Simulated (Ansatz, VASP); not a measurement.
**GaN: VASP beside Ansatz**

Contents of POSCAR:

```
GaN
1.0
    0.0000000000      2.2262343911      2.2262343911
    2.2262343911      0.0000000000      2.2262343911
    2.2262343911      2.2262343911      0.0000000000
Ga N
1 1
Direct
    0.0000000000      0.0000000000      0.0000000000
    0.7500000000      0.7500000000      0.7500000000
```

File INCAR.step1:

```
SYSTEM = GaN
PREC = Accurate
ENCUT = 520
ISMEAR = 0
SIGMA = 0.01
LREAL = .False.
LASPH = .True.
NELM = 100
NBANDS = 16
GGA = PE
ALGO = Normal
EDIFF = 1E-4
LWAVE = .True.
LCHARG = .False.
```

Contents of INCAR.step2:

```
SYSTEM = GaN
PREC = Accurate
ENCUT = 520
EDIFF = 1E-6
ISMEAR = 0
SIGMA = 0.01
LREAL = .False.
LASPH = .True.
NELM = 100
ALGO = Normal
ISIF = 2
LWAVE = .False.
LCHARG = .True.
METAGGA = R2SCAN
LMIXTAU = .True.
LELF = .True.
LVHAR = .True.
NBANDS = 16
ISTART = 1
```

Contents of KPOINTS:

```
regular mesh
0
Gamma
  8 8 8
  0 0 0
```

Input for Ansatz:

```yaml
crystal:
  lattice:
    - [0.0, 2.2262343911, 2.2262343911]
    - [2.2262343911, 0.0, 2.2262343911]
    - [2.2262343911, 2.2262343911, 0.0]
  atoms:
    - { symbol: Ga, position: [0.0, 0.0, 0.0] }
    - { symbol: "N", position: [0.75, 0.75, 0.75] }
kpoints:
  mp_grid: { grid: [8, 8, 8] }
hamiltonian:
  xc: r2scan
scf:
  occupations: { method: fixed }
  n_extra_bands: 4
output:
  forces: true
  stress: true
  eigenvalues: true
```

Alike in both runs: task single point; functional r2SCAN; k mesh 8 × 8 × 8; no spin polarisation.

|  | VASP | Ansatz |
| --- | --- | --- |
| version | VASP 6.6.1 | Ansatz 0.2.0 |
| potentials or method | VASP PAW PBE potentials, release 64 (Ga_d, N) | plane waves, PAW |
| plane-wave cutoff (eV) | 520 | 500 |
| occupations | gaussian, width 0.01 eV | fixed |
| valence electrons in the cell | 18 | 18 |

Ansatz gave:

| Item | Value |
| --- | --- |
| gap on the k mesh at the Fermi level (eV) | 2.37 |
| pressure (GPa) | 6.4 |

Question: What did VASP give for the same quantities?

Answer: gap on the k mesh at the Fermi level (eV): 2.36; pressure (GPa): 7.6.

VASP's potentials were made for PBE, not for r2SCAN.
